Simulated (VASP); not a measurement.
# AgCl in VASP: a series of runs

The runs below take AgCl through relaxation of cell and atoms, single point, with PBE.

Program: VASP 6.6.1. These are calculated values, not measurements. Logs are shortened: lines on timing, memory, paths and dates and some standing lists are left out, and cuts for length are marked.

## 1. The cell of the first run

It takes space group Fm-3m (No. 225, cubic). The conventional cell has a = 5.612 Å, b = 5.612 Å, c = 5.612 Å, α = 90.00°, β = 90.00°, γ = 90.00°. Within 3.7 Å of Ag (site symmetry m-3m) lie 6 Cl at 2.81 Å. Within 3.7 Å of Cl (site symmetry m-3m) lie 6 Ag at 2.81 Å.

## 2. Relaxation of cell and atoms, PBE, target pressure 25 GPa, at which the enthalpy is minimised

The input, INCAR:

```
SYSTEM = AgCl
  PREC = Accurate
  ENCUT = 600
  EDIFF = 1E-6
  ISMEAR = 0
  SIGMA = 0.01
  LREAL = .False.
  LASPH = .True.
  NELM = 80
  ALGO = Normal
  ISIF = 3
  LWAVE = .False.
  LCHARG = .False.
  GGA = PE
  IBRION = 2
  NSW = 80
  EDIFFG = -0.001
  PSTRESS = 250.0
```

The input, KPOINTS:

```
Automatic mesh
0
Gamma
  8 8 8
  0 0 0
```

The input, POSCAR:

```
AgCl
1.0
    0.0000000000      2.8057540438      2.8057540438
    2.8057540438      0.0000000000      2.8057540438
    2.8057540438      2.8057540438      0.0000000000
Ag Cl
1 1
Direct
    0.5000000000      0.5000000000      0.5000000000
    0.0000000000      0.0000000000      0.0000000000
```

Potentials or basis: VASP PAW PBE potentials, release 64 (Ag, Cl).

Run with:

```bash
$ cat potpaw_PBE.64/Ag/POTCAR potpaw_PBE.64/Cl/POTCAR > POTCAR
$ mpirun -np 1 vasp_std > vasp.out
```

OUTCAR:

```text
SYSTEM = AgCl
   PREC = Accurate
   ENCUT = 600
   EDIFF = 1E-6
   ISMEAR = 0
   LREAL = .False.
   LASPH = .True.
   NELM = 80
   ISIF = 3
   GGA = PE
   IBRION = 2
   NSW = 80
   EDIFFG = -0.001
   PSTRESS = 250.0

 ion  position               nearest neighbor table
   1  0.500  0.500  0.500-   2 2.81   2 2.81   2 2.81   2 2.81   2 2.81   2 2.81
   2  0.000  0.000  0.000-   1 2.81   1 2.81   1 2.81   1 2.81   1 2.81   1 2.81

  LATTYP: Found a face centered cubic cell.
 ALAT       =     5.6115080876

  Lattice vectors:

 A1 = (   0.0000000000,   2.8057540438,   2.8057540438)
 A2 = (   2.8057540438,   0.0000000000,   2.8057540438)
 A3 = (   2.8057540438,   2.8057540438,   0.0000000000)

Analysis of symmetry for initial positions (statically):
=====================================================================
 Subroutine PRICEL returns:
 Original cell was already a primitive cell.

 Routine SETGRP: Setting up the symmetry group for a
 face centered cubic supercell.

 Subroutine GETGRP returns: Found 48 space group operations
 (whereof 48 operations were pure point group operations)
 out of a pool of 48 trial point group operations.

The static configuration has the point symmetry O_h .

Analysis of symmetry for dynamics (positions and initial velocities):
=====================================================================
 Subroutine PRICEL returns:
 Original cell was already a primitive cell.

 Routine SETGRP: Setting up the symmetry group for a
 face centered cubic supercell.

 Subroutine GETGRP returns: Found 48 space group operations
 (whereof 48 operations were pure point group operations)
 out of a pool of 48 trial point group operations.

The dynamic configuration has the point symmetry O_h .

 Subroutine INISYM returns: Found 48 space group operations
 (whereof 48 operations are pure point group operations),
 and found     1 'primitive' translations

----------------------------------------------------------------------------------------

                                     Primitive cell

  volume of cell :      44.1752

  direct lattice vectors                    reciprocal lattice vectors
     0.000000000  2.805754044  2.805754044    -0.178205214  0.178205214  0.178205214
     2.805754044  0.000000000  2.805754044     0.178205214 -0.178205214  0.178205214
     2.805754044  2.805754044  0.000000000     0.178205214  0.178205214 -0.178205214

  length of vectors
     3.967935421  3.967935421  3.967935421     0.308660485  0.308660485  0.308660485

  position of ions in fractional coordinates (direct lattice)
     0.500000000  0.500000000  0.500000000
     0.000000000  0.000000000  0.000000000

  ion indices of the primitive-cell ions
   primitive index   ion index
                 1           1
                 2           2

----------------------------------------------------------------------------------------

 KPOINTS: Automatic mesh

Automatic generation of k-mesh.
 Grid dimensions read from file:
 generate k-points for:    8    8    8

 Generating k-lattice:

  Cartesian coordinates                     Fractional coordinates (reciprocal lattice)
    -0.022275652  0.022275652  0.022275652     0.125000000  0.000000000  0.000000000
     0.022275652 -0.022275652  0.022275652     0.000000000  0.125000000  0.000000000
     0.022275652  0.022275652 -0.022275652     0.000000000  0.000000000  0.125000000

  Length of vectors
     0.038582561  0.038582561  0.038582561

  Shift w.r.t. Gamma in fractional coordinates (k-lattice)
     0.000000000  0.000000000  0.000000000

 Subroutine IBZKPT returns following result:
 ===========================================

 Found     29 irreducible k-points:

 Following reciprocal coordinates:
            Coordinates               Weight
  0.000000  0.000000  0.000000      1.000000
  0.125000  0.000000  0.000000      8.000000
  0.250000  0.000000  0.000000      8.000000
  0.375000  0.000000  0.000000      8.000000
  0.500000  0.000000  0.000000      4.000000
  0.125000  0.125000  0.000000      6.000000
[... 16 lines left out ...]
  0.500000  0.250000  0.125000     48.000000
 -0.375000  0.250000  0.125000     24.000000
 [... further k-points ...]
   k-points           NKPTS =     29   k-points in BZ     NKDIM =     29   number of bands    NBANDS=     13
   number of dos      NEDOS =    301   number of ions     NIONS =      2
   total plane-waves  NPLWV =  32768
   dimension x,y,z NGX =    32 NGY =   32 NGZ =   32
   dimension x,y,z NGXF=    64 NGYF=   64 NGZF=   64
   ions per type =               1   1
   NGX,Y,Z   is equivalent  to a cutoff of  13.41, 13.41, 13.41 a.u.
   NGXF,Y,Z  is equivalent  to a cutoff of  26.81, 26.81, 26.81 a.u.
 SYSTEM =  AgCl
   PREC   = accura    normal or accurate (medium, high low for compatibility)
   ISTART =      0    job   : 0-new  1-cont  2-samecut
   ICHARG =      2    charge: 1-file 2-atom 10-const
   ISPIN  =      1    spin polarized calculation?
   LNONCOLLINEAR =      F non collinear calculations
   LSORBIT =      F    spin-orbit coupling
   LASPH  =      T    aspherical Exc in radial PAW
   ENCUT  =  600.0 eV  44.10 Ry    6.64 a.u.   7.92  7.92  7.92*2*pi/ulx,y,z
   NELM   =     80;   NELMIN=  2; NELMDL= -5     # of ELM steps
   EDIFF  = 0.1E-05   stopping-criterion for ELM
   LREAL  =      F    real-space projection
   EDIFFG = -.1E-02   stopping-criterion for IOM
   NSW    =     80    number of steps for IOM
   IBRION =      2    ionic relax: 0-MD 1-quasi-New 2-CG
   NFREE  =      1    steps in history (QN), initial steepest desc. (CG)
   ISIF   =      3    stress and relaxation
   ISYM   =      2    0-nonsym 1-usesym 2-fastsym
   POTIM  = 0.5000    time-step for ionic-motion
   TEBEG  =    0.0;   TEEND  =   0.0 temperature during run
   PSTRESS=  250.0 pullay stress
   NELECT =      18.0000    total number of electrons
   NUPDOWN=      -1.0000    fix difference up-down
   EMIN   =  10.00;   EMAX   =-10.00  energy-range for DOS
   EFERMI =   0.00;   METHOD = LEGACY
   ISMEAR =     0;   SIGMA  =   0.01  broadening in eV -4-tet -1-fermi 0-gaus
   EFERMI_NEDOS =   21; number of points for ismear=-14 and -15
   IALGO  =     38    algorithm
   IMIX   =      4    mixing-type and parameters
     AMIX     =   0.40;   BMIX     =  1.00
     AMIX_MAG =   1.60;   BMIX_MAG =  1.00
  volume/ion in A,a.u.               =      22.09       149.05
  Fermi-wavevector in a.u.,A,eV,Ry     =   1.213685  2.293533 20.041815  1.473032
  Thomas-Fermi vector in A             =   2.349129
   LORBIT       =      0    0 simple, 1 ext, 2 COOP (PROOUT), +10 PAW based schemes
   GGA     = PE    functional components
   LHFCALC =     F    Hartree Fock is set to
   AEXX    =    0.0000 exact exchange contribution
   IVDW    =     0    specifies the selected vdW correction
   LEPSILON=     F    determine dielectric tensor
   LRPA    =     F    only Hartree local field effects (RPA)
 conjugate gradient relaxation of ions
 non-spin polarized calculation
 Gauss-broadening in eV      SIGMA  =   0.01
  energy-cutoff  :      600.00
  volume of cell :       44.18
 maximum number of plane-waves:      1490
   NGX = 15   NGY = 15   NGZ = 15

--------------------------------------- Ionic step        1  -------------------------------------------

 number of electron      18.0000003 magnetization

 Free energy of the ion-electron system (eV)
  ---------------------------------------------------
  ext. energy  EPLUGINS =         0.00000000
  ---------------------------------------------------
  free energy    TOTEN  =        -5.40124909 eV

  energy without entropy =       -5.40124909  energy(sigma->0) =       -5.40124909

 E-fermi :   3.4421     XC(G=0):  -9.7822

 val. band max:        3.3800956355   @ k =   0.5000   0.0000   0.0000
 cond. band min:       4.3007890220   @ k =   0.0000   0.0000   0.0000
 fundamental gap:      0.9206933865
 Fermi energy:         3.4420912765

 k-point     1 :       0.0000    0.0000    0.0000
  band No.  band energies     occupation
      1     -11.5369      2.00000
      2       1.0763      2.00000
      3       1.0763      2.00000
      4       1.0763      2.00000
      5       1.1155      2.00000
      6       1.1155      2.00000
      7       1.2016      2.00000
      8       1.2016      2.00000
      9       1.2016      2.00000
     10       4.3008      0.00000
     11      14.2496      0.00000
     12      14.2496      0.00000
[... 867 lines left out ...]
  FREE ENERGIE OF THE ION-ELECTRON SYSTEM (eV)
  ---------------------------------------------------
  free  energy   TOTEN  =        -4.8301094085 eV

  energy  without entropy=       -4.8301094085  energy(sigma->0) =       -4.83010941

  enthalpy is  TOTEN    =         0.4207218865 eV   P V=        5.2508312950

[... ionic steps 4 to 11 ...]

--------------------------------------- Ionic step       12  -------------------------------------------

 number of electron      18.0000001 magnetization

------------------------ aborting loop because EDIFF is reached ----------------------------------------

  FORCE on cell =-STRESS in cart. coord.  units (eV):
  Direction    XX          YY          ZZ          XY          YZ          ZX
  --------------------------------------------------------------------------------------
  -------------------------------------------------------------------------------------
  Total        5.1818397      5.1818397      5.1818397      0.0000000     -0.0000000      0.0000000
  in kB      249.7102584    249.7102584    249.7102584      0.0000000     -0.0000000      0.0000000
  external PRESSURE =      -0.2897416 kB  Pullay stress =     250.0000000 kB
[... 61 lines left out ...]
  enthalpy is  TOTEN    =         0.4183867664 eV   P V=        5.1876104464

--------------------------------------- Ionic step       14  -------------------------------------------

 number of electron      18.0000001 magnetization

 Free energy of the ion-electron system (eV)
  ---------------------------------------------------
  ext. energy  EPLUGINS =         0.00000000
  ---------------------------------------------------
  free energy    TOTEN  =        -4.76912284 eV

  energy without entropy =       -4.76912284  energy(sigma->0) =       -4.76912284

 E-fermi :   7.5644     XC(G=0): -11.3244

 val. band max:        7.4508861750   @ k =   0.5000   0.0000   0.0000
 cond. band min:       8.4625564218   @ k =   0.0000   0.0000   0.0000
 fundamental gap:      1.0116702468
 Fermi energy:         7.5643699615

 k-point     1 :       0.0000    0.0000    0.0000
  band No.  band energies     occupation
      1      -9.6758      2.00000
      2       3.6904      2.00000
      3       3.6904      2.00000
      4       3.6904      2.00000
      5       3.7523      2.00000
      6       3.7523      2.00000
      7       3.9885      2.00000
      8       3.9885      2.00000
      9       3.9885      2.00000
     10       8.4626      0.00000
     11      18.1578      0.00000
     12      18.1578      0.00000
[... 398 lines left out ...]
  FREE ENERGIE OF THE ION-ELECTRON SYSTEM (eV)
  ---------------------------------------------------
  free  energy   TOTEN  =        -4.7691228365 eV

  energy  without entropy=       -4.7691228365  energy(sigma->0) =       -4.76912284

  enthalpy is  TOTEN    =         0.4183867137 eV   P V=        5.1875095502

 reached required accuracy - stopping structural energy minimisation
```

Run time: 41 s. Hardware: 1 thread of Intel Xeon 6975P-C (Granite Rapids), shared host; peak memory 0.2 GiB.

What came out:

```yaml
Free_energy: -4.7691 eV
Relaxed_volume: 16.62 Å³/atom
Relaxed_cell: a = 3.609 Å, b = 3.609 Å, c = 3.609 Å, α = 60.00°, β = 60.00°, γ = 60.00°
Space_group_after_relaxing_to_0.05_Å: Fm-3m (No. 225)
Energy_change_on_relaxing_the_enthalpy_is_what_falls: +316.1 meV/atom
Ionic_steps: 14
Pressure_after_relaxing: 25.0 GPa
Band_gap_on_the_k_mesh: 1.01 eV, indirect (least direct gap 3.41 eV)
```

The path:
| step | energy change (eV) | largest force (eV/Å) | pressure (GPa) | volume (Å³) |
| --- | --- | --- | --- | --- |
| 1 | 0.0000 | 0.0000 | -0.09 | 44.18 |
| 2 | 3.1809 | 0.0000 | 98.20 | 25.54 |
| 3 | 0.5711 | 0.0000 | 23.16 | 33.65 |
| 4 | 0.6132 | 0.0000 | 24.44 | 33.37 |
| 5 | 0.6436 | 0.0000 | 25.31 | 33.17 |
| 6 | 0.6218 | 0.0000 | 24.72 | 33.31 |
| 7 | 0.6322 | 0.0000 | 24.98 | 33.24 |
| 8 | 0.6329 | 0.0000 | 25.02 | 33.24 |
| 9 | 0.6325 | 0.0000 | 25.04 | 33.24 |
| 10 | 0.6322 | 0.0000 | 25.03 | 33.24 |
| 11 | 0.6315 | 0.0000 | 24.99 | 33.25 |
| 12 | 0.6318 | 0.0000 | 24.97 | 33.25 |
| 13 | 0.6320 | 0.0000 | 24.98 | 33.25 |
| 14 | 0.6321 | 0.0000 | 24.99 | 33.25 |

Final structure:
```
Ag Cl
1.0
     0.00000    2.55211    2.55211
     2.55211    0.00000    2.55211
     2.55211    2.55211    0.00000
Ag Cl
1 1
Direct
  0.50000 0.50000 0.50000
  0.00000 0.00000 0.00000
```

Caveat: the cell is relaxed towards a set pressure, so the enthalpy falls and the energy may rise; the volume moved by over 15 % at a fixed basis, so the end points are rough. A k mesh can miss the band edges.

(Part 1 of 2 ends here.)
